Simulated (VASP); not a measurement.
Set up this calculation in VASP 6.6.1, as the native input.

| Quantity | Value |
| --- | --- |
| Task | relaxation of cell and atoms |
| Functional | r2SCAN |
| Potentials or basis | VASP PAW PBE potentials, release 64 (Ba_sv, Zr_sv, O) |
| Cutoff | 600 eV |
| k mesh | 8 × 8 × 8 |
| Occupations | gaussian, width 0.01 eV |
| Spin | no spin polarisation |
| Dipole correction | no |
| Further INCAR settings | ALGO = Normal; EDIFF = 1e-07; IBRION = 2; EDIFFG = -0.002; NSW = 80; ISIF = 3 |

Crystal: BaZrO3.

```
Ba Zr O
1.0
     4.19134    0.00000    0.00000
     0.00000    4.19134    0.00000
     0.00000    0.00000    4.19134
Ba Zr O
1 1 3
Direct
  0.00000 0.00000 0.00000
  0.50000 0.50000 0.50000
  0.00000 0.50000 0.50000
  0.50000 0.00000 0.50000
  0.50000 0.50000 0.00000
```

One way to write it, as run:

POSCAR

```
BaZrO3
1.0
    4.1913400000      0.0000000000      0.0000000000
    0.0000000000      4.1913400000      0.0000000000
    0.0000000000      0.0000000000      4.1913400000
Ba Zr O
1 1 3
Direct
    0.0000000000      0.0000000000      0.0000000000
    0.5000000000      0.5000000000      0.5000000000
    0.0000000000      0.5000000000      0.5000000000
    0.5000000000      0.0000000000      0.5000000000
    0.5000000000      0.5000000000      0.0000000000
```

INCAR.step1

```
PREC = Accurate
ENCUT = 600
ISMEAR = 0
SIGMA = 0.01
LREAL = F
LASPH = T
NELM = 60
GGA = PE
ALGO = Normal
EDIFF = 1E-4
LWAVE = T
LCHARG = F
```

INCAR.step2

```
PREC = Accurate
ENCUT = 600
EDIFF = 1E-7
ISMEAR = 0
SIGMA = 0.01
LREAL = F
LASPH = T
NELM = 60
ALGO = Normal
ISIF = 3
LWAVE = F
LCHARG = F
METAGGA = R2SCAN
LMIXTAU = T
IBRION = 2
NSW = 80
EDIFFG = -0.002
ISTART = 1
```

KPOINTS

```
Automatic mesh
0
Gamma
  8 8 8
```

Potentials or basis: VASP PAW PBE potentials, release 64 (Ba_sv, Zr_sv, O).

Run with:

```sh
$ cat potpaw_PBE.64/Ba_sv/POTCAR potpaw_PBE.64/Zr_sv/POTCAR potpaw_PBE.64/O/POTCAR > POTCAR
$ cp INCAR.step1 INCAR
$ mpirun -np 1 vasp_std > vasp.out
$ cp INCAR.step2 INCAR
$ mpirun -np 1 vasp_std > vasp.out
```

It gave:

- Relaxed volume: 14.95 Å³/atom
- Relaxed cell: a = 4.213 Å, b = 4.213 Å, c = 4.213 Å, α = 90.00°, β = 90.00°, γ = 90.00°
- Space group after relaxing (to 0.1 Å): Pm-3m (No. 221)
- Energy gained by relaxing: 1.8 meV/atom
- Ionic steps: 3
- Pressure after relaxing: 0.0 GPa
- Band gap on the k mesh: 3.67 eV (least direct gap 3.93 eV)

Caveat: the PAW data sets were made with another functional, which shifts forces and pressure a little; spin-orbit coupling is left out, which moves the levels of the heavy elements.

Wall time 4.9 min on 1 thread of Intel(R) Xeon(R) 6975P-C (Granite Rapids), on a shared host, peak memory 0.29 GiB.
